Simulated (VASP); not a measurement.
**As: single point with PBEsol**

Crystal: As.

```xyz
2
Lattice="1.8682 1.0786 3.4905 -1.8682 1.0786 3.4905 0.0000 -2.1572 3.4905" Properties=species:S:1:pos:R:3 pbc="T T T"
As    0.0000    0.0000    2.3665
As    0.0000    0.0000    8.1049
```

This cell differs from its parent crystal: volume scaled by 0.98.

```
Program             : VASP 6.6.1
Task                : single point
Functional          : PBEsol
Potentials or basis : VASP PAW PBE potentials, release 64 (As)
Cutoff              : 520 eV
k mesh              : 9 × 9 × 9
Occupations         : fermi-dirac, width 0.1 eV
Spin                : no spin polarisation
```

- Pressure: 2.4 GPa
- Largest force: 0.588 eV/Å
- Band gap on the k mesh: zero (band 5 reaches 5.57 eV, above the bottom of band 6 at 5.47 eV)

Forces on the atoms (eV/Å):
```
As   0.000  0.000  0.588
As   0.000  0.000 -0.588
```

Stress tensor (GPa, compression positive):
```
2.89 0.00 0.00
0.00 2.89 0.00
0.00 0.00 1.37
```

Levels at points of the mesh, in eV from the Fermi level:
```tsv
k point	band 1	band 2	band 3	band 4	band 5	band 6	band 7	band 8	band 9	band 10
(0.00, 0.00, 0.00)	-15.31	-5.72	-2.60	-2.12	-2.12	1.51	2.88	2.88	6.78	6.78
```

It took 70 s on 1 thread of Intel Xeon 6975P-C, on a shared host, peak memory 0.16 GiB.

Caveat: the PAW data sets were made with another functional, which shifts forces and pressure a little.
